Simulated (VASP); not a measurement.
# Si5Ni in VASP: further runs, part 2 of 3

VASP 6.6.1. Earlier steps stand in the parts before.

### 3 Single point, PBE

This run uses another cell than the first one, of 15.03 Å³/atom.

File INCAR:

```
SYSTEM = Si5Ni
ALGO = Normal
EDIFF = 1E-7
ENCUT = 520
GGA = PE
ISIF = 2
ISMEAR = -1
LASPH = .TRUE.
LCHARG = .FALSE.
LREAL = Auto
LWAVE = .FALSE.
NBANDS = 78
NELM = 100
PREC = Accurate
SIGMA = 0.1525
```

File KPOINTS:

```
k-points
0
G
  3 3 3
  0 0 0
```

File POSCAR:

```
Si5Ni
1.0
    7.1614510000     -0.0505580000     -0.0272950000
   -0.0505580000      7.1365650000     -0.2213880000
   -0.0272950000     -0.2213880000      7.0643700000
Si Ni
20 4
Direct
    0.7382585822      0.4904506293      0.6901246451
    0.2880420867      0.3791880159      0.9558968198
    0.7861890111      0.9574156109      0.4931444039
    0.4186659644      0.6967617383      0.2164241412
    0.6415809773      0.5255298263      0.0364584256
    0.9715326897      0.2568810818      0.4830092845
    0.8538654377      0.8835919611      0.1279465168
    0.5486580449      0.1768887565      0.5608616788
    0.7853646206      0.7821608831      0.7908131127
    0.8431016964      0.2201434808      0.1751682163
    0.9229241774      0.2421099905      0.8277187616
    0.1638733392      0.1174426592      0.1386143004
    0.1037828257      0.7741661030      0.7663169943
    0.2768163939      0.3735849200      0.5569195388
    0.4681742459      0.8514581204      0.8769019899
    0.5144366744      0.0833440231      0.2273082211
    0.1269139283      0.9497777235      0.4824356843
    0.4889180804      0.6941901373      0.5756397579
    0.8821348170      0.5794617465      0.3548524024
    0.0434188775      0.5026003608      0.0695032198
    0.1691583887      0.6570990774      0.4965562368
    0.6331006459      0.1969340557      0.8834726085
    0.1694315952      0.7784091164      0.0712940999
    0.2150233326      0.0753789647      0.7845608326
```

Potentials or basis: VASP PAW PBE potentials, release 64 (Si, Ni).

The run is started by

```sh
cat potpaw_PBE.64/Si/POTCAR potpaw_PBE.64/Ni/POTCAR > POTCAR
mpirun -np 1 vasp_std > vasp.out
```

OUTCAR:

```text
SYSTEM = Si5Ni
   EDIFF = 1E-7
   ENCUT = 520
   GGA = PE
   ISIF = 2
   ISMEAR = -1
   LASPH = .TRUE.
   LREAL = Auto
   NELM = 100
   PREC = Accurate

 ion  position               nearest neighbor table
   1  0.738  0.490  0.690-   9 2.18  11 2.47  18 2.48   5 2.55  22 2.67  19 2.70   8 2.71   6 2.74

   2  0.288  0.379  0.956-  20 2.11  24 2.47  12 2.49   5 2.77  14 2.82  22 2.84  11 2.90   4 2.97
                            23 3.05
   3  0.786  0.957  0.493-   8 2.36  17 2.44   6 2.51   9 2.51   7 2.65  16 2.89  19 2.91  18 2.91
                            10 3.04
   4  0.419  0.697  0.216-  23 2.16   5 2.36  18 2.59  21 2.70  15 2.73  16 2.83   2 2.97  20 3.15
[... 13 lines left out ...]
  12  0.164  0.117  0.139-  10 2.43  23 2.44   2 2.49  24 2.53  16 2.60   7 2.76  17 2.79   6 2.93
                            20 2.96  11 2.97
  13  0.104  0.774  0.766-  21 2.09  23 2.20  24 2.28   9 2.29  17 2.44  15 2.76  20 3.01  18 3.12

  14  0.277  0.374  0.557-  21 2.24   6 2.37   8 2.42  18 2.73  24 2.78   2 2.82
  15  0.468  0.851  0.877-  18 2.35   9 2.41  24 2.54  23 2.62  22 2.72   4 2.73  13 2.76  16 2.91
                             5 2.94
  16  0.514  0.083  0.227-   8 2.42  10 2.57  12 2.60  22 2.75   4 2.83   3 2.89   7 2.90  15 2.91

  17  0.127  0.950  0.482-  21 2.12  24 2.34  13 2.44   3 2.44   6 2.47  12 2.79  23 3.10
[... 247 lines left out ...]
      4      -1.8866      2.00000
      5      -1.7667      2.00000
      6      -1.5744      2.00000
[... 1039 lines left out ...]
     71      10.9606      0.00000
     72      11.2921      0.00000
 [bands above 72 left out]

------------------------ aborting loop because EDIFF is reached ----------------------------------------

  FORCE on cell =-STRESS in cart. coord.  units (eV):
  Direction    XX          YY          ZZ          XY          YZ          ZX
  --------------------------------------------------------------------------------------
  -------------------------------------------------------------------------------------
  Total       16.2708361     13.0425141      6.1606745     -6.1346508      3.5307264      0.4292537
  in kB       72.2783219     57.9374674     27.3669535    -27.2513509     15.6841959      1.9068311
  external PRESSURE =      52.5275809 kB  Pullay stress =       0.0000000 kB

 VOLUME and BASIS-vectors are now :
 -----------------------------------------------------------------------------
  energy-cutoff  :      520.00
  volume of cell :      360.67
      direct lattice vectors                 reciprocal lattice vectors
     7.161451000 -0.050558000 -0.027295000     0.139645793  0.001007018  0.000571116
    -0.050558000  7.136565000 -0.221388000     0.001007018  0.140267054  0.004399675
    -0.027295000 -0.221388000  7.064370000     0.000571116  0.004399675  0.141695526

 POSITION                                       TOTAL-FORCE (eV/Angst)
 -----------------------------------------------------------------------------------
      5.24337      3.31002      4.74657        -0.736943     -2.702759     -1.234734
      2.01754      2.47991      6.66100         3.145095     -1.741919     -1.713788
      5.56839      6.68373      3.25034        -0.100076     -0.858898     -0.312110
      2.95712      4.90340      1.36322         1.022428      0.321238      0.928494
      4.56709      3.70997      0.12370         0.032378     -0.395412      0.339293
      6.93141      1.67720      3.32877        -0.148884      0.357851      0.416305
[... 16 lines left out ...]
      1.17208      5.53082      0.32669        -0.169324      1.934436      0.078536
      1.51465      0.35338      5.51987         0.626948      1.052575      0.533614
 -----------------------------------------------------------------------------------
    total drift:                               -0.003671     -0.006020     -0.001681

  FREE ENERGIE OF THE ION-ELECTRON SYSTEM (eV)
  ---------------------------------------------------
  free  energy   TOTEN  =      -121.3091616319 eV

  energy  without entropy=     -120.4650636635  energy(sigma->0) =     -120.88711265
```

OSZICAR:

```text
N       E                     dE             d eps       ncg     rms          rms(c)
DAV:   1     0.725396215789E+03    0.72540E+03   -0.46645E+04  2184   0.144E+03
DAV:   2    -0.400638510013E+02   -0.76546E+03   -0.73423E+03  2208   0.331E+02
DAV:   3    -0.125140504673E+03   -0.85077E+02   -0.77989E+02  2656   0.113E+02
[... 16 lines left out ...]
DAV:  20    -0.121309166916E+03    0.28261E-04   -0.57874E-05  3264   0.926E-02    0.520E-02
DAV:  21    -0.121309162929E+03    0.39872E-05   -0.31985E-05  3328   0.525E-02    0.244E-02
DAV:  22    -0.121309162292E+03    0.63659E-06   -0.32871E-06  2744   0.127E-02    0.183E-02
DAV:  23    -0.121309161730E+03    0.56220E-06   -0.91459E-07  2672   0.889E-03    0.111E-02
DAV:  24    -0.121309161632E+03    0.98285E-07   -0.40671E-07  1856   0.641E-03
   1 F= -.12130916E+03 E0= -.12088711E+03  d E =-.844098E+00
```

stdout:

```text
POSCAR found type information on POSCAR SiNi
 POSCAR found :  2 types and      24 ions
 scaLAPACK will be used
 LDA part: xc-table for (Slater+PW92), standard interpolation
 POSCAR, INCAR and KPOINTS ok, starting setup
 FFT: planning ... GRIDC
 FFT: planning ... GRID_SOFT
 FFT: planning ... GRID
 WAVECAR not read
 entering main loop
```

Wall time 10 min (1 thread of Intel Xeon 6975P-C (Granite Rapids), shared host); peak memory 0.52 GiB.

Results:

* Free energy: -121.3092 eV
* Pressure: 5.3 GPa
* Largest force: 3.983 eV/Å
* Band gap on the k mesh: zero (bands 60 and 61 overlap by 0.49 eV)

Forces in eV/Å, atoms in the order of the input:
```
Si  -0.737 -2.703 -1.235
Si   3.145 -1.742 -1.714
Si  -0.100 -0.859 -0.312
Si   1.022  0.321  0.928
Si   0.032 -0.395  0.339
Si  -0.149  0.358  0.416
Si   0.067 -0.889  0.605
Si  -0.605  0.398  0.406
Si  -0.287  2.283  0.888
Si  -1.046  0.697 -0.528
Si   1.780 -0.004 -0.154
Si   0.576 -0.472  0.046
Si   0.367  0.103  1.062
Si   0.416 -0.428  0.916
Si  -0.862  1.118  0.818
Si  -0.144 -0.442 -0.642
Si   0.434  1.343 -0.664
Si  -0.143 -0.357 -0.943
Si  -0.844  0.336 -0.121
Si  -2.518  0.347  0.502
Ni   0.990 -1.903 -2.223
Ni  -1.852 -0.097  0.998
Ni  -0.169  1.934  0.079
Ni   0.627  1.053  0.534
```

Levels at points of the mesh, in eV from the Fermi level:
| k point | band 57 | band 58 | band 59 | band 60 | band 61 | band 62 | band 63 | band 64 |
| --- | --- | --- | --- | --- | --- | --- | --- | --- |
| (0.00, 0.00, 0.00) | -0.10 | 0.10 | 0.16 | 0.36 | 0.44 | 0.55 | 0.81 | 0.95 |

Caveat: the atoms stand as in a frame of molecular dynamics.

### 4 Single point, PBE

This run uses another cell than the first one, of 15.03 Å³/atom.

File INCAR:

```
  ALGO = Normal
  EDIFF = 1E-6
  ENCUT = 400
  GGA = PE
  GGA_COMPAT = F
  ISIF = 2
  ISMEAR = -1
  ISYM = -1
  LASPH = T
  LCHARG = T
  LELF = T
  LREAL = Auto
  LVHAR = T
  LWAVE = F
  NBANDS = 78
  NELM = 120
  PREC = Accurate
  SIGMA = 0.0844
```

File KPOINTS:

```
explicit points
1
Reciprocal
  0.25000000   0.25000000   0.25000000 1
```

File POSCAR:

```
Si5Ni
1.0
    7.1614510000     -0.0505580000     -0.0272950000
   -0.0505580000      7.1365650000     -0.2213880000
   -0.0272950000     -0.2213880000      7.0643700000
Si Ni
20 4
Direct
    0.7115786241      0.4199745828      0.6756685835
    0.3707333218      0.4136721478      0.9128075420
    0.8370839992      0.9275225203      0.4433910686
    0.4385966396      0.6846268305      0.2270371824
    0.6723345923      0.5496898365      0.0287972043
    0.9558511810      0.2404698000      0.4632248999
    0.8440675835      0.7980226021      0.1238766447
    0.5271958533      0.1293524036      0.5736754843
    0.7616333704      0.8467392154      0.8192936786
    0.7897737884      0.2831847758      0.1786419152
    0.9285344944      0.2519440233      0.8570250047
    0.2160893660      0.1487078890      0.1206093822
    0.0867263068      0.7418525151      0.7480350603
    0.2632636572      0.3465995796      0.5832716533
    0.4202337476      0.7643426054      0.8786136005
    0.5167008188      0.0933509812      0.2547337039
    0.1768554635      0.9941020968      0.4274747139
    0.4848380320      0.6513875641      0.5949791764
    0.8855129790      0.5956534570      0.3945690280
    0.1052654630      0.5273718066      0.0397725502
    0.1890856116      0.6238430487      0.4223881898
    0.6347149325      0.1619298015      0.8901279037
    0.1745590706      0.8091227019      0.1537499659
    0.2529789506      0.0791702430      0.7817428026
```

The run is started by

```sh
cat potpaw_PBE.64/Si/POTCAR potpaw_PBE.64/Ni/POTCAR > POTCAR
mpirun -np 1 vasp_std > vasp.out
```

It took 2 min on 1 thread of AMD EPYC 7R43 (Zen 3), shared host; peak memory 0.27 GiB.

The run converged. Its results:

```
Free energy   : -121.6166 eV
Pressure      : 4.7 GPa
Largest force : 3.346 eV/Å
```

Forces on the atoms (eV/Å):
```
Si  -0.045 -0.108 -0.323
Si   0.845 -1.500 -1.064
Si  -1.490 -0.195  0.704
Si   1.154  0.626  0.570
Si  -0.700 -1.244 -0.114
Si  -0.216  1.134  0.448
Si   1.487  1.603  1.462
Si  -0.417  0.128  1.030
Si  -0.527  1.032 -1.299
Si  -0.164 -0.187 -0.165
Si   2.072 -0.374  0.216
Si  -0.024 -0.338 -0.915
Si   0.017  0.779 -0.518
Si   0.170  0.024 -0.268
Si  -0.635  2.346  2.300
Si   0.376 -0.534 -1.047
Si   0.855 -0.987  1.071
Si   0.248 -0.975 -2.465
Si  -0.693 -0.026  0.053
Si  -1.264 -0.803  0.038
Ni   0.662 -0.722  1.215
Ni  -0.881 -0.618 -0.012
Ni  -0.408  1.478 -1.142
Ni  -0.423 -0.538  0.226
```

Stress tensor (GPa, compression positive):
```
2.97 2.85 4.66
2.85 6.75 5.25
4.66 5.25 4.48
```

Levels at points of the mesh, in eV from the Fermi level:
```csv
k point,band 57,band 58,band 59,band 60,band 61,band 62,band 63,band 64
"(0.25, 0.25, 0.25)",-0.73,-0.55,-0.36,-0.18,0.22,0.26,0.41,0.53
```

Caveat: the atoms stand as in a frame of molecular dynamics.

(Part 2 of 3 ends here.)
